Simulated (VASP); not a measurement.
A run of VASP 6.6.1 is set up as follows.

INCAR

```
PREC     = Accurate       # precision mode
ENCUT    = 500            # plane-wave cutoff, eV
EDIFF    = 1E-6           # SCF threshold, eV
ISMEAR   = 0              # smearing method
SIGMA    = 0.02           # smearing width, eV
LREAL    = F              # projectors in reciprocal space
LASPH    = T              # aspherical terms in the spheres
NELM     = 120            # most SCF steps
ALGO     = Normal         # electronic algorithm
ISIF     = 2              # what is computed and relaxed
LWAVE    = F              # write WAVECAR
LCHARG   = F              # write CHGCAR
NBANDS   = 16             # bands
GGA_COMPAT= F
```

KPOINTS

```
Automatic mesh
0
Gamma
  6 6 6
```

POSCAR

```
ZnSe
1.0
    0.0000000000      2.8338000000      2.8338000000
    2.8338000000      0.0000000000      2.8338000000
    2.8338000000      2.8338000000      0.0000000000
Zn Se
1 1
Direct
    0.0000000000      0.0000000000      0.0000000000
    0.2500000000      0.2500000000      0.2500000000
```

Potentials or basis: VASP PAW LDA potentials, release 64 (Zn, Se).

Command:

```bash
$ cat potpaw_LDA.64/Zn/POTCAR potpaw_LDA.64/Se/POTCAR > POTCAR
$ mpirun -np 1 vasp_std > vasp.out
```

Predict the band gap on the k mesh.

1.07 eV.

What does it give for the pressure?

-3.1 GPa.

Caveat: the cell stands under tension. A hybrid or GW would open this gap; LDA tends to underestimate it.
